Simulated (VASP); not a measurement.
# PbF2 (Fm-3m) in VASP: single point with r2SCAN

Aim: the single point of PbF2 with r2SCAN.

All numbers are computed with VASP 6.6.1; they aren't measurements. Logs are shortened: lines on timing, memory, paths and dates and some standing lists are left out, and cuts for length are marked.

### 1 The cell of the first run

It takes space group Fm-3m (No. 225, cubic). The conventional cell has a = 5.940 Å, b = 5.940 Å, c = 5.940 Å, α = 90.00°, β = 90.00°, γ = 90.00°. Pb (site symmetry m-3m) has 8 F at 2.57 Å within 3.4 Å. F (site symmetry -43m) has 4 Pb at 2.57 Å and 6 F at 2.97 Å within 3.4 Å.

### 2 Single point, r2SCAN

Contents of POSCAR:

```
PbF2
1.0
    0.0000000000      2.9698500000      2.9698500000
    2.9698500000      0.0000000000      2.9698500000
    2.9698500000      2.9698500000      0.0000000000
Pb F
1 2
Direct
    0.0000000000      0.0000000000      0.0000000000
    0.2500000000      0.2500000000      0.2500000000
    0.7500000000      0.7500000000      0.7500000000
```

Contents of INCAR.step1:

```
SYSTEM = PbF2
ALGO = Normal
EDIFF = 1E-5
ENCUT = 660
GGA = PE
GGA_COMPAT = .FALSE.
ISMEAR = 0
LASPH = .TRUE.
LCHARG = .FALSE.
LREAL = .FALSE.
LWAVE = .TRUE.
NBANDS = 21
NELM = 120
PREC = Accurate
SIGMA = 0.1
```

Contents of INCAR.step2:

```
SYSTEM = PbF2
ALGO = Normal
EDIFF = 1E-6
ENCUT = 660
GGA_COMPAT = .FALSE.
ISIF = 2
ISMEAR = 0
ISTART = 1
LASPH = .TRUE.
LCHARG = .FALSE.
LMIXTAU = .TRUE.
LREAL = .FALSE.
LWAVE = .FALSE.
METAGGA = R2SCAN
NBANDS = 21
NELM = 120
PREC = Accurate
SIGMA = 0.1
```

Contents of KPOINTS:

```
k-points
0
G
  6 6 6
  0 0 0
```

Potentials or basis: VASP PAW PBE potentials, release 64 (Pb_d, F).

Launch:

```sh
$ cat potpaw_PBE.64/Pb_d/POTCAR potpaw_PBE.64/F/POTCAR > POTCAR
$ cp INCAR.step1 INCAR
$ mpirun -np 1 vasp_std > vasp.out
$ cp INCAR.step2 INCAR
$ mpirun -np 1 vasp_std > vasp.out
```

OUTCAR:

```text
SYSTEM = PbF2
   EDIFF = 1E-6
   ENCUT = 660
   ISIF = 2
   ISMEAR = 0
   ISTART = 1
   LASPH = .TRUE.
   LREAL = .FALSE.
   METAGGA = R2SCAN
   NELM = 120
   PREC = Accurate

 ion  position               nearest neighbor table
   1  0.000  0.000  0.000-   3 2.57   3 2.57   3 2.57   2 2.57   2 2.57   2 2.57   3 2.57   2 2.57

   2  0.250  0.250  0.250-   1 2.57   1 2.57   1 2.57   1 2.57
   3  0.750  0.750  0.750-   1 2.57   1 2.57   1 2.57   1 2.57

  LATTYP: Found a face centered cubic cell.
 ALAT       =     5.9397000000

  Lattice vectors:

 A1 = (   0.0000000000,   2.9698500000,   2.9698500000)
 A2 = (   2.9698500000,   0.0000000000,   2.9698500000)
 A3 = (   2.9698500000,   2.9698500000,   0.0000000000)

Analysis of symmetry for initial positions (statically):
=====================================================================
 Subroutine PRICEL returns:
 Original cell was already a primitive cell.

 Routine SETGRP: Setting up the symmetry group for a
 face centered cubic supercell.

 Subroutine GETGRP returns: Found 48 space group operations
 (whereof 48 operations were pure point group operations)
 out of a pool of 48 trial point group operations.

The static configuration has the point symmetry O_h .

Analysis of symmetry for dynamics (positions and initial velocities):
=====================================================================
 Subroutine PRICEL returns:
 Original cell was already a primitive cell.

 Routine SETGRP: Setting up the symmetry group for a
 face centered cubic supercell.

 Subroutine GETGRP returns: Found 48 space group operations
 (whereof 48 operations were pure point group operations)
 out of a pool of 48 trial point group operations.

The dynamic configuration has the point symmetry O_h .

 Subroutine INISYM returns: Found 48 space group operations
 (whereof 48 operations are pure point group operations),
 and found     1 'primitive' translations

----------------------------------------------------------------------------------------

                                     Primitive cell

  volume of cell :      52.3882

  direct lattice vectors                    reciprocal lattice vectors
     0.000000000  2.969850000  2.969850000    -0.168358671  0.168358671  0.168358671
[... 66 lines left out ...]
   ions per type =               1   2
   NGX,Y,Z   is equivalent  to a cutoff of  14.25, 14.25, 14.25 a.u.
   NGXF,Y,Z  is equivalent  to a cutoff of  28.50, 28.50, 28.50 a.u.
 SYSTEM =  PbF2
   PREC   = accura    normal or accurate (medium, high low for compatibility)
   ISTART =      1    job   : 0-new  1-cont  2-samecut
   ICHARG =      0    charge: 1-file 2-atom 10-const
   ISPIN  =      1    spin polarized calculation?
   LNONCOLLINEAR =      F non collinear calculations
   LSORBIT =      F    spin-orbit coupling
   LASPH  =      T    aspherical Exc in radial PAW
   ENCUT  =  660.0 eV  48.51 Ry    6.96 a.u.   8.80  8.80  8.80*2*pi/ulx,y,z
   NELM   =    120;   NELMIN=  2; NELMDL=  0     # of ELM steps
   EDIFF  = 0.1E-05   stopping-criterion for ELM
   LREAL  =      F    real-space projection
[... 7 lines left out ...]
   TEBEG  =    0.0;   TEEND  =   0.0 temperature during run
   PSTRESS=    0.0 pullay stress
   NELECT =      28.0000    total number of electrons
   NUPDOWN=      -1.0000    fix difference up-down
   EMIN   =  10.00;   EMAX   =-10.00  energy-range for DOS
   EFERMI =   0.00;   METHOD = LEGACY
   ISMEAR =     0;   SIGMA  =   0.10  broadening in eV -4-tet -1-fermi 0-gaus
   EFERMI_NEDOS =   21; number of points for ismear=-14 and -15
   IALGO  =     38    algorithm
   IMIX   =      4    mixing-type and parameters
     AMIX     =   0.40;   BMIX     =  1.00
     AMIX_MAG =   1.60;   BMIX_MAG =  1.00
  volume/ion in A,a.u.               =      17.46       117.84
  Fermi-wavevector in a.u.,A,eV,Ry     =   1.328566  2.510625 24.015460  1.765086
  Thomas-Fermi vector in A             =   2.457794
   LORBIT       =      0    0 simple, 1 ext, 2 COOP (PROOUT), +10 PAW based schemes
   METAGGA = R2SCAN    functional components
   LHFCALC =     F    Hartree Fock is set to
   AEXX    =    0.0000 exact exchange contribution
   IVDW    =     0    specifies the selected vdW correction
   LEPSILON=     F    determine dielectric tensor
   LRPA    =     F    only Hartree local field effects (RPA)
 non-spin polarized calculation
 Gauss-broadening in eV      SIGMA  =   0.10
  energy-cutoff  :      660.00
  volume of cell :       52.39
 maximum number of plane-waves:      2044
   NGX = 17   NGY = 17   NGZ = 17

 number of electron      28.0000006 magnetization

 Free energy of the ion-electron system (eV)
  ---------------------------------------------------
  ext. energy  EPLUGINS =         0.00000000
  ---------------------------------------------------
  free energy    TOTEN  =       -70.16873998 eV

  energy without entropy =      -70.16873998  energy(sigma->0) =      -70.16873998

 E-fermi :   1.9165     XC(G=0):  -9.9755

 val. band max:        1.3977981016   @ k =  -0.3333   0.3333   0.1667
 cond. band min:       6.3634740778   @ k =   0.5000   0.5000   0.0000
 fundamental gap:      4.9656759762
 Fermi energy:         1.9165001031

 k-point     1 :       0.0000    0.0000    0.0000
  band No.  band energies     occupation
      1     -20.9049      2.00000
      2     -20.3276      2.00000
      3     -13.4285      2.00000
      4     -13.4285      2.00000
      5     -13.4285      2.00000
      6     -13.3810      2.00000
[... 373 lines left out ...]
     20      17.6265      0.00000
     21      18.9882      0.00000

------------------------ aborting loop because EDIFF is reached ----------------------------------------

  FORCE on cell =-STRESS in cart. coord.  units (eV):
  Direction    XX          YY          ZZ          XY          YZ          ZX
  --------------------------------------------------------------------------------------
  -------------------------------------------------------------------------------------
  Total       -0.2828430     -0.2828430     -0.2828430      0.0000000      0.0000000      0.0000000
  in kB       -8.6501261     -8.6501261     -8.6501261      0.0000000      0.0000000      0.0000000
  external PRESSURE =      -8.6501261 kB  Pullay stress =       0.0000000 kB

 VOLUME and BASIS-vectors are now :
 -----------------------------------------------------------------------------
  energy-cutoff  :      660.00
  volume of cell :       52.39
      direct lattice vectors                 reciprocal lattice vectors
     0.000000000  2.969850000  2.969850000    -0.168358671  0.168358671  0.168358671
     2.969850000  0.000000000  2.969850000     0.168358671 -0.168358671  0.168358671
     2.969850000  2.969850000  0.000000000     0.168358671  0.168358671 -0.168358671

 POSITION                                       TOTAL-FORCE (eV/Angst)
 -----------------------------------------------------------------------------------
      0.00000      0.00000      0.00000        -0.000000      0.000000      0.000000
      1.48493      1.48493      1.48493         0.000000      0.000000      0.000000
      4.45477      4.45477      4.45477        -0.000000     -0.000000     -0.000000
 -----------------------------------------------------------------------------------
    total drift:                                0.000000      0.000000      0.000000

  FREE ENERGIE OF THE ION-ELECTRON SYSTEM (eV)
  ---------------------------------------------------
  free  energy   TOTEN  =       -70.1687399847 eV

  energy  without entropy=      -70.1687399847  energy(sigma->0) =      -70.16873998
```

OUTCAR.step1:

```text
SYSTEM = PbF2
   EDIFF = 1E-5
   ENCUT = 660
   GGA = PE
   ISMEAR = 0
   LASPH = .TRUE.
   LREAL = .FALSE.
   NELM = 120
[... 596 lines left out ...]
      0.00000      0.00000      0.00000        -0.000000      0.000000     -0.000000
      1.48493      1.48493      1.48493        -0.000000     -0.000000      0.000000
      4.45477      4.45477      4.45477         0.000000      0.000000     -0.000000
 -----------------------------------------------------------------------------------
    total drift:                                0.000000      0.000000      0.000000

  FREE ENERGIE OF THE ION-ELECTRON SYSTEM (eV)
  ---------------------------------------------------
  free  energy   TOTEN  =       -14.3454112918 eV

  energy  without entropy=      -14.3454112918  energy(sigma->0) =      -14.34541129
```

Run time: 4.1 min. Hardware: 1 thread of Intel Xeon 8259CL, shared host; peak memory 0.19 GiB.

Results:

```yaml
Free_energy: -70.1687 eV
Pressure: -0.9 GPa
Band_gap_on_the_k_mesh: 4.97 eV (least direct gap 5.08 eV)
```

Caveat: the PAW data sets were made with another functional, which shifts forces and pressure a little; spin-orbit coupling is left out, which moves the levels of the heavy elements. A k mesh can miss the band edges.
